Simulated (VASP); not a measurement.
Crystal: NaH.

```
Na H
1.0
    -0.03210    2.40234    2.40234
     2.40234   -0.03210    2.40234
     2.40234    2.40234   -0.03210
Na H
1 1
Direct
  0.00000 0.00000 0.00000
  0.50000 0.50000 0.50000
```

This cell differs from its parent crystal: epitaxial 111 strain +1.5%.

Base run:

```yaml
Program: VASP 6.6.1
Functional: r2SCAN
Potentials_or_basis: VASP PAW PBE potentials, release 64 (Na_pv, H)
Cutoff: 520 eV
k_mesh: 10 × 10 × 10
Occupations: gaussian, width 0.01 eV
Spin: no spin polarisation
```

Its results: band gap on the k mesh 4.34 eV, indirect (least direct gap 5.19 eV); pressure -0.8 GPa.

Problem. The run is repeated on the same cell with these changes: functional from r2SCAN to HSE06; k mesh from 10 × 10 × 10 to 6 × 6 × 6. What comes out?

Solution. Band gap on the k mesh 4.80 eV, indirect (least direct gap 5.73 eV); pressure -0.5 GPa.

Several settings changed at once, so the effect can't be laid on one alone.

Caveats: the PAW data sets were made with another functional, which shifts forces and pressure a little.

A k mesh can miss the band edges.
